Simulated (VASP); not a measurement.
# Be2Si in VASP: further runs

The runs below take Be2Si through single point, with PBE.

Program: VASP 6.6.1. These are calculated values, not measurements. Logs are shortened: lines on timing, memory, paths and dates and some standing lists are left out, and cuts for length are marked.

### Step 1. The cell of the first run

The structure is orthorhombic, space group Immm (No. 71). The conventional cell has a = 3.728 Å, b = 3.790 Å, c = 5.221 Å, α = 90.00°, β = 90.00°, γ = 90.00°. Within 3.0 Å of Be (site symmetry mm2) lie 4 Si at 2.28 to 2.29 Å and 6 Be at 2.58 to 2.66 Å. Si (site symmetry mmm) has 8 Be at 2.28 to 2.29 Å within 3.0 Å.

### Step 2. Single point, PBE

Contents of INCAR:

```
SYSTEM = Be2Si
PREC     = Accurate       ! precision mode
ENCUT    = 520            ! plane-wave cutoff, eV
EDIFF    = 1E-6           ! SCF threshold, eV
ISMEAR   = 0              ! smearing method
SIGMA    = 0.1            ! smearing width, eV
LREAL    = .False.        ! projectors in reciprocal space
LASPH    = .True.         ! aspherical terms in the spheres
NELM     = 100            ! most SCF steps
ALGO     = Normal         ! electronic algorithm
ISIF     = 2              ! what is computed and relaxed
LWAVE    = .False.        ! write WAVECAR
LCHARG   = .False.        ! write CHGCAR
GGA      = PE             ! functional
NBANDS   = 17             ! bands
```

Contents of KPOINTS:

```
regular mesh
0
Gamma
  4 4 6
  0 0 0
```

Contents of POSCAR:

```
Be2Si
1.0
    5.2213667844      0.0000000000      0.0000000000
    0.0000000000      3.7904563573      0.0000000000
    0.0000000000      0.0000000000      3.7275556444
Be Si
4 2
Direct
    0.2471736669      0.4999971268      0.0000000000
    0.7528263331      0.5000028732      0.0000000000
    0.7471736669      0.0000028732      0.5000000000
    0.2528263331      0.9999971268      0.5000000000
    0.0000000000      0.0000000000      0.0000000000
    0.5000000000      0.5000000000      0.5000000000
```

Potentials or basis: VASP PAW PBE potentials, release 64 (Be, Si).

The run is started by

```sh
cat potpaw_PBE.64/Be/POTCAR potpaw_PBE.64/Si/POTCAR > POTCAR
mpirun -np 1 vasp_std > vasp.out
```

OUTCAR:

```text
SYSTEM = Be2Si
   PREC = Accurate
   ENCUT = 520
   EDIFF = 1E-6
   ISMEAR = 0
   LREAL = .False.
   LASPH = .True.
   NELM = 100
   ISIF = 2
   GGA = PE

 ion  position               nearest neighbor table
   1  0.247  0.500  0.000-   6 2.28   6 2.28   5 2.29   5 2.29
   2  0.753  0.500  0.000-   6 2.28   6 2.28   5 2.29   5 2.29
   3  0.747  0.000  0.500-   5 2.28   5 2.28   6 2.29   6 2.29
   4  0.253  1.000  0.500-   5 2.28   5 2.28   6 2.29   6 2.29
   5  0.000  0.000  0.000-   3 2.28   4 2.28   3 2.28   4 2.28   1 2.29   2 2.29   2 2.29   1 2.29

   6  0.500  0.500  0.500-   1 2.28   2 2.28   1 2.28   2 2.28   3 2.29   4 2.29   3 2.29   4 2.29

  LATTYP: Found a simple orthorhombic cell.
 ALAT       =     3.7275556444
 B/A-ratio  =     1.0168745202
 C/A-ratio  =     1.4007481799

  Lattice vectors:

 A1 = (   0.0000000000,   0.0000000000,  -3.7275556444)
 A2 = (   0.0000000000,   3.7904563573,   0.0000000000)
 A3 = (   5.2213667844,   0.0000000000,   0.0000000000)

Analysis of symmetry for initial positions (statically):
=====================================================================
 Subroutine PRICEL returns following result:

  LATTYP: Found a body centered orthorhombic cell.
 ALAT       =     3.7275556444
 B/A-ratio  =     1.0168745202
 C/A-ratio  =     1.4007481799

  Lattice vectors:

 A1 = (   2.6106833922,  -1.8952281787,  -1.8637778222)
 A2 = (   2.6106833922,   1.8952281787,   1.8637778222)
 A3 = (  -2.6106833922,  -1.8952281787,   1.8637778222)

   2 primitive cells build up your supercell.

 Routine SETGRP: Setting up the symmetry group for a
 simple orthorhombic supercell.

 Subroutine GETGRP returns: Found  8 space group operations
 (whereof  8 operations were pure point group operations)
 out of a pool of  8 trial point group operations.

The static configuration has the point symmetry D_2h.

Analysis of symmetry for dynamics (positions and initial velocities):
=====================================================================
 Subroutine PRICEL returns following result:

  LATTYP: Found a body centered orthorhombic cell.
 ALAT       =     3.7275556444
 B/A-ratio  =     1.0168745202
 C/A-ratio  =     1.4007481799

  Lattice vectors:

 A1 = (   2.6106833922,  -1.8952281787,  -1.8637778222)
 A2 = (   2.6106833922,   1.8952281787,   1.8637778222)
 A3 = (  -2.6106833922,  -1.8952281787,   1.8637778222)

   2 primitive cells build up your supercell.

 Routine SETGRP: Setting up the symmetry group for a
 simple orthorhombic supercell.

 Subroutine GETGRP returns: Found  8 space group operations
 (whereof  8 operations were pure point group operations)
 out of a pool of  8 trial point group operations.

The dynamic configuration has the point symmetry D_2h.

 Subroutine INISYM returns: Found  8 space group operations
 (whereof  8 operations are pure point group operations),
 and found     2 'primitive' translations

----------------------------------------------------------------------------------------

                                     Primitive cell

  volume of cell :      36.8867

  direct lattice vectors                    reciprocal lattice vectors
     2.610683392 -1.895228179 -1.863777822     0.191520734 -0.263820476  0.000000000
     2.610683392  1.895228179  1.863777822     0.191520734  0.000000000  0.268272320
    -2.610683392 -1.895228179  1.863777822    -0.000000000 -0.263820476  0.268272320

  length of vectors
     3.725751655  3.725751655  3.725751655     0.326008336  0.329621342  0.376259593

  position of ions in fractional coordinates (direct lattice)
     0.747176540  0.247173667  0.500002873
     0.252823460  0.752826333  0.499997127
     0.000000000  0.000000000  0.000000000

  ion indices of the primitive-cell ions
   primitive index   ion index
                 1           1
                 2           2
                 3           5

----------------------------------------------------------------------------------------

 KPOINTS: regular mesh

Automatic generation of k-mesh.
 Grid dimensions read from file:
 generate k-points for:    4    4    6

 Generating k-lattice:

  Cartesian coordinates                     Fractional coordinates (reciprocal lattice)
     0.047880184  0.000000000  0.000000000     0.250000000  0.000000000  0.000000000
     0.000000000  0.065955119  0.000000000     0.000000000  0.250000000  0.000000000
     0.000000000  0.000000000  0.044712053     0.000000000  0.000000000  0.166666667

  Length of vectors
     0.047880184  0.065955119  0.044712053

  Shift w.r.t. Gamma in fractional coordinates (k-lattice)
     0.000000000  0.000000000  0.000000000

 Subroutine IBZKPT returns following result:
 ===========================================

 Found     36 irreducible k-points:

 Following reciprocal coordinates:
            Coordinates               Weight
  0.000000  0.000000  0.000000      1.000000
  0.250000  0.000000  0.000000      2.000000
  0.500000  0.000000  0.000000      1.000000
  0.000000  0.250000  0.000000      2.000000
  0.250000  0.250000  0.000000      4.000000
  0.500000  0.250000  0.000000      2.000000
[... 16 lines left out ...]
  0.250000  0.250000  0.333333      8.000000
  0.500000  0.250000  0.333333      4.000000
 [... further k-points ...]
   k-points           NKPTS =     36   k-points in BZ     NKDIM =     36   number of bands    NBANDS=     17
   number of dos      NEDOS =    301   number of ions     NIONS =      6
   total plane-waves  NPLWV =  31360
   dimension x,y,z NGX =    40 NGY =   28 NGZ =   28
   dimension x,y,z NGXF=    80 NGYF=   56 NGZF=   56
   ions per type =               4   2
   NGX,Y,Z   is equivalent  to a cutoff of  12.74, 12.28, 12.49 a.u.
   NGXF,Y,Z  is equivalent  to a cutoff of  25.47, 24.56, 24.98 a.u.
 SYSTEM =  Be2Si
   PREC   = accura    normal or accurate (medium, high low for compatibility)
   ISTART =      0    job   : 0-new  1-cont  2-samecut
   ICHARG =      2    charge: 1-file 2-atom 10-const
   ISPIN  =      1    spin polarized calculation?
   LNONCOLLINEAR =      F non collinear calculations
   LSORBIT =      F    spin-orbit coupling
   LASPH  =      T    aspherical Exc in radial PAW
   ENCUT  =  520.0 eV  38.22 Ry    6.18 a.u.   9.71  7.05  6.93*2*pi/ulx,y,z
   NELM   =    100;   NELMIN=  2; NELMDL= -5     # of ELM steps
   EDIFF  = 0.1E-05   stopping-criterion for ELM
   LREAL  =      F    real-space projection
   EDIFFG = 0.1E-04   stopping-criterion for IOM
   NSW    =      0    number of steps for IOM
   IBRION =     -1    ionic relax: 0-MD 1-quasi-New 2-CG
   NFREE  =      0    steps in history (QN), initial steepest desc. (CG)
   ISIF   =      2    stress and relaxation
   ISYM   =      2    0-nonsym 1-usesym 2-fastsym
   POTIM  = 0.5000    time-step for ionic-motion
   TEBEG  =    0.0;   TEEND  =   0.0 temperature during run
   PSTRESS=    0.0 pullay stress
   NELECT =      16.0000    total number of electrons
   NUPDOWN=      -1.0000    fix difference up-down
   EMIN   =  10.00;   EMAX   =-10.00  energy-range for DOS
   EFERMI =   0.00;   METHOD = LEGACY
   ISMEAR =     0;   SIGMA  =   0.10  broadening in eV -4-tet -1-fermi 0-gaus
   EFERMI_NEDOS =   21; number of points for ismear=-14 and -15
   IALGO  =     38    algorithm
   IMIX   =      4    mixing-type and parameters
     AMIX     =   0.40;   BMIX     =  1.00
     AMIX_MAG =   1.60;   BMIX_MAG =  1.00
  volume/ion in A,a.u.               =      12.30        82.97
  Fermi-wavevector in a.u.,A,eV,Ry     =   0.983592  1.858719 13.162994  0.967453
  Thomas-Fermi vector in A             =   2.114761
   LORBIT       =      0    0 simple, 1 ext, 2 COOP (PROOUT), +10 PAW based schemes
   GGA     = PE    functional components
   LHFCALC =     F    Hartree Fock is set to
   AEXX    =    0.0000 exact exchange contribution
   IVDW    =     0    specifies the selected vdW correction
   LEPSILON=     F    determine dielectric tensor
   LRPA    =     F    only Hartree local field effects (RPA)
 non-spin polarized calculation
 Gauss-broadening in eV      SIGMA  =   0.10
  energy-cutoff  :      520.00
  volume of cell :       73.77
 maximum number of plane-waves:      2004
 NGX is ok and might be reduce to    40

 number of electron      16.0000000 magnetization

 Free energy of the ion-electron system (eV)
  ---------------------------------------------------
  ext. energy  EPLUGINS =         0.00000000
  ---------------------------------------------------
  free energy    TOTEN  =       -24.44652098 eV

  energy without entropy =      -24.44334123  energy(sigma->0) =      -24.44493110

 E-fermi :   6.5829     XC(G=0):  -9.9565

 val. band max:        6.5365395284   @ k =   0.0000   0.0000   0.1667
 cond. band min:       6.6036039003   @ k =   0.5000   0.0000   0.0000
 fundamental gap:      0.0670643719
 Fermi energy:         6.5828809646

 k-point     1 :       0.0000    0.0000    0.0000
  band No.  band energies     occupation
      1      -5.3684      2.00000
      2      -1.9544      2.00000
      3       0.3552      2.00000
      4       2.5718      2.00000
      5       2.8209      2.00000
      6       6.2557      2.00000
[... 9 lines left out ...]
     16      14.0278      0.00000
     17      14.0713      0.00000

 k-point     2 :       0.2500    0.0000    0.0000
  band No.  band energies     occupation
      1      -5.0921      2.00000
      2      -3.0061      2.00000
      3       1.8174      2.00000
      4       2.8741      2.00000
      5       3.1223      2.00000
      6       5.2282      2.00000
[... 9 lines left out ...]
     16      13.3286      0.00000
     17      14.2955      0.00000

 k-point     3 :       0.5000    0.0000    0.0000
  band No.  band energies     occupation
      1      -4.2779      2.00000
      2      -4.2779      2.00000
      3       3.7717      2.00000
      4       3.7717      2.00000
      5       4.0165      2.00000
      6       4.0165      2.00000
[... 392 lines left out ...]
 k-point    23 :       0.2500    0.2500    0.3333
  band No.  band energies     occupation
      1      -3.6627      2.00000
      2      -2.1778      2.00000
      3       0.3974      2.00000
      4       1.4259      2.00000
      5       1.9115      2.00000
      6       3.1232      2.00000
[... 9 lines left out ...]
     16      13.0717      0.00000
     17      13.4245      0.00000

 k-point    24 :       0.5000    0.2500    0.3333
  band No.  band energies     occupation
      1      -2.9798      2.00000
      2      -2.9798      2.00000
      3       0.7700      2.00000
      4       0.7700      2.00000
      5       2.1163      2.00000
      6       2.1163      2.00000
[... 9 lines left out ...]
     16      12.7199      0.00000
     17      14.1309      0.00000

 [... further k-points ...]
[... 5 lines left out ...]
  --------------------------------------------------------------------------------------
  -------------------------------------------------------------------------------------
  Total        0.0662753      0.0048475      0.0262740      0.0000000      0.0000000      0.0000000
  in kB        1.4393374      0.1052748      0.5706077      0.0000000      0.0000000      0.0000000
  external PRESSURE =       0.7050733 kB  Pullay stress =       0.0000000 kB

 VOLUME and BASIS-vectors are now :
 -----------------------------------------------------------------------------
  energy-cutoff  :      520.00
  volume of cell :       73.77
      direct lattice vectors                 reciprocal lattice vectors
     5.221366784  0.000000000  0.000000000     0.191520734  0.000000000  0.000000000
     0.000000000  3.790456357  0.000000000     0.000000000  0.263820476  0.000000000
     0.000000000  0.000000000  3.727555644     0.000000000  0.000000000  0.268272320

 POSITION                                       TOTAL-FORCE (eV/Angst)
 -----------------------------------------------------------------------------------
      1.29058      1.89522      0.00000        -0.000189      0.000000      0.000000
      3.93078      1.89524      0.00000         0.000189      0.000000     -0.000000
      3.90127      0.00001      1.86378        -0.000189      0.000000      0.000000
      1.32010      3.79045      1.86378         0.000189      0.000000     -0.000000
      0.00000      0.00000      0.00000         0.000000      0.000000      0.000000
      2.61068      1.89523      1.86378         0.000000     -0.000000     -0.000000
 -----------------------------------------------------------------------------------
    total drift:                                0.000000     -0.000000     -0.000000

  FREE ENERGIE OF THE ION-ELECTRON SYSTEM (eV)
  ---------------------------------------------------
  free  energy   TOTEN  =       -24.4465209836 eV

  energy  without entropy=      -24.4433412260  energy(sigma->0) =      -24.44493110
```

Wall time 13 s (1 thread of Intel Xeon 6975P-C (Granite Rapids), shared host); peak memory 0.19 GiB.

Results:

```yaml
Free_energy: -24.4465 eV
Pressure: 0.1 GPa
Band_gap_on_the_k_mesh: zero (band 8 reaches 6.99 eV, above the bottom of band 9 at 6.42 eV)
```

Levels at points of the mesh, in eV from the Fermi level:
```tsv
k point	band 6	band 7	band 8	band 9	band 10	band 11
(0.00, 0.00, 0.00)	-0.33	0.36	0.41	0.43	0.64	0.73
(0.50, 0.00, 0.00)	-2.57	-2.39	-2.39	0.02	0.02	2.16
(0.00, 0.50, 0.00)	-4.43	-1.66	-1.66	1.57	1.57	2.99
(0.50, 0.50, 0.00)	-1.27	-1.19	-1.19	1.32	1.32	1.47
(0.00, 0.00, 0.50)	-4.37	-1.84	-1.84	1.31	1.31	2.87
(0.50, 0.00, 0.50)	-1.47	-1.18	-1.18	1.22	1.22	1.29
(0.00, 0.50, 0.50)	-3.78	-3.72	-3.72	-0.07	-0.07	0.50
(0.50, 0.50, 0.50)	-5.48	-4.95	-4.95	3.44	3.44	3.67
```

Caveat: the k points lie up to 0.41 Å⁻¹ apart.

### Step 3. Single point, PBE

This run uses another cell than the first one: it holds 3 atoms, not 6.

Contents of INCAR:

```
PREC     = Accurate       # precision mode
ENCUT    = 520            # plane-wave cutoff, eV
EDIFF    = 1E-6           # SCF threshold, eV
ISMEAR   = 0              # smearing method
SIGMA    = 0.1            # smearing width, eV
LREAL    = F              # projectors in reciprocal space
LASPH    = T              # aspherical terms in the spheres
NELM     = 60             # most SCF steps
ALGO     = Fast           # electronic algorithm
ISIF     = 2              # what is computed and relaxed
LWAVE    = F              # write WAVECAR
LCHARG   = F              # write CHGCAR
GGA      = PE             # functional
NBANDS   = 11             # bands
```

Contents of KPOINTS:

```
regular mesh
0
Gamma
  18 18 18
```

Contents of POSCAR:

```
Be2Si
1.0
   -1.8680529851      1.8680529851      2.6420030401
    1.8680529851     -1.8680529851      2.6420030401
    1.8680529851      1.8680529851     -2.6420030401
Be Si
2 1
Direct
    0.7500000000      0.2500000000      0.5000000000
    0.2500000000      0.7500000000      0.5000000000
    0.0000000000      0.0000000000      0.0000000000
```

Potentials or basis: VASP PAW PBE potentials, release 64 (Be, Si).

The run is started by

```sh
cat potpaw_PBE.64/Be/POTCAR potpaw_PBE.64/Si/POTCAR > POTCAR
mpirun -np 1 vasp_std > vasp.out
```

Run time: 65 s. Hardware: 1 thread of Intel Xeon 6975P-C (Granite Rapids), shared host; peak memory 0.3 GiB.

Results (log left out):

```yaml
Free_energy: -12.2424 eV
Pressure: 0.1 GPa
Band_gap_on_the_k_mesh: zero (band 4 reaches 7.20 eV, above the bottom of band 5 at 6.44 eV)
```

Levels at points of the mesh, in eV from the Fermi level:
```tsv
k point	band 1	band 2	band 3	band 4	band 5	band 6	band 7	band 8
(0.00, 0.00, 0.00)	-12.06	0.38	0.38	0.38	0.79	0.79	0.79	6.04
(0.50, 0.00, 0.00)	-9.64	-7.37	-1.38	-1.38	1.23	1.23	2.50	6.27
(0.50, 0.50, 0.00)	-8.71	-6.45	-3.91	-3.91	-0.25	0.33	7.69	7.70
(0.50, 0.50, 0.50)	-8.71	-6.45	-3.90	-3.90	-0.25	0.33	7.69	7.69
```
